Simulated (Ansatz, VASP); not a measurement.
**Two plane-wave programs on Ti4C3**

```
Ti C
1.0
     4.31017    0.00000    0.00000
     0.00000    4.31017    0.00000
     0.00000    0.00000    4.31017
Ti C
4 3
Direct
  0.50000 0.50000 0.50000
  0.00000 0.50000 0.00000
  0.00000 0.00000 0.50000
  0.50000 0.00000 0.00000
  0.50000 0.00000 0.50000
  0.50000 0.50000 0.00000
  0.00000 0.50000 0.50000
```

Alike in both runs: functional PBE; k mesh 8 × 8 × 8; occupations gaussian, width 0.1 eV; no spin polarisation.

Ansatz relaxed the structure, and its values are those at the end. VASP's run is a single point on that final structure, the one shown.

|  | VASP | Ansatz |
| --- | --- | --- |
| version | VASP 6.6.1 | Ansatz 0.2.0 |
| potentials or method | VASP PAW PBE potentials, release 64 (Ti_sv, C), cutoff 520 eV | scalar-relativistic, plane waves, PAW |
| valence electrons in the cell | 60 | 60 |

VASP gave:

```
gap on the k mesh at the Fermi level (eV) : none
pressure (GPa)                            : 0.2
```

Problem. What did Ansatz give for the same quantities?

Solution. gap on the k mesh at the Fermi level (eV): none; pressure (GPa): 0.0.

A gap of «none» marks a metal or a gap that the smearing closes. The functional is the same, so the differences come from potentials, cutoffs and numerics.
